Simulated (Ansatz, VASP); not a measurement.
# One calculation of C, two programs

```
C
1.0
     0.00000    1.78012    1.78012
     1.78012    0.00000    1.78012
     1.78012    1.78012    0.00000
C
2
Direct
  0.00000 0.00000 0.00000
  0.25000 0.25000 0.25000
```

Alike in both runs: task single point; functional r2SCAN; k mesh 8 × 8 × 8; no spin polarisation.

|  | VASP | Ansatz |
| --- | --- | --- |
| version | VASP 6.6.1 | Ansatz 0.2.0 |
| potentials or method | VASP PAW PBE potentials, release 64 (C) | plane waves, PAW |
| plane-wave cutoff (eV) | 520 | 500 |
| occupations | gaussian, width 0.01 eV | fixed |
| valence electrons in the cell | 8 | 8 |

|  | VASP | Ansatz | Ansatz less VASP |
| --- | --- | --- | --- |
| gap on the k mesh at the Fermi level (eV) | 4.34 | 4.37 | +0.028 |

VASP's potentials were made for PBE, not for r2SCAN.
